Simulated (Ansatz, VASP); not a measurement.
## Two plane-wave programs on AlN

The input INCAR:

```
SYSTEM = AlN
PREC = Accurate
ENCUT = 520
EDIFF = 1E-6
ISMEAR = -1
SIGMA = 0.05
LREAL = .False.
LASPH = .True.
NELM = 60
ALGO = Normal
ISIF = 2
LWAVE = .False.
LCHARG = .False.
GGA = RE
NBANDS = 11
```

Contents of KPOINTS:

```
Automatic mesh
0
Gamma
  10 10 10
  0 0 0
```

POSCAR

```
AlN
1.0
    0.0000000000      2.1984575146      2.1984575146
    2.1984575146      0.0000000000      2.1984575146
    2.1984575146      2.1984575146      0.0000000000
Al N
1 1
Direct
    0.0000000000      0.0000000000      0.0000000000
    0.2500000000      0.2500000000      0.2500000000
```

input.yaml

```yaml
crystal:
  lattice:
    - [0.0, 2.1984575146, 2.1984575146]
    - [2.1984575146, 0.0, 2.1984575146]
    - [2.1984575146, 2.1984575146, 0.0]
  atoms:
    - { symbol: Al, position: [0.0, 0.0, 0.0] }
    - { symbol: "N", position: [0.25, 0.25, 0.25] }
hamiltonian:
  xc: revpbe
  pseudopotentials: { kind: paw }
kpoints:
  mp_grid: { grid: [10, 10, 10] }
scf:
  occupations: { method: fermi_dirac, width: 0.05 }
output:
  forces: true
  stress: true
  eigenvalues: true
  write_density: true
  write_potential: true
  elf: true
  volumetric_format: npy
```

Alike in both runs: task single point; functional revPBE; k mesh 10 × 10 × 10; occupations fermi-dirac, width 0.05 eV; no spin polarisation.

|  | VASP | Ansatz |
| --- | --- | --- |
| version | VASP 6.6.1 | Ansatz 0.2.0 |
| potentials or method | VASP PAW PBE potentials, release 64 (Al, N) | Ansatz PAW |
| plane-wave cutoff (eV) | 520 | 420 |
| valence electrons in the cell | 8 | 8 |

|  | VASP | Ansatz | Ansatz less VASP |
| --- | --- | --- | --- |
| gap on the k mesh at the Fermi level (eV) | 3.34 | 3.34 | +0.005 |
| least direct gap on the mesh (eV) | 4.05 | 4.03 | -0.020 |
| pressure (GPa) | 2.9 | 3.5 | +0.60 |

VASP's potentials were made for PBE, not for revPBE.
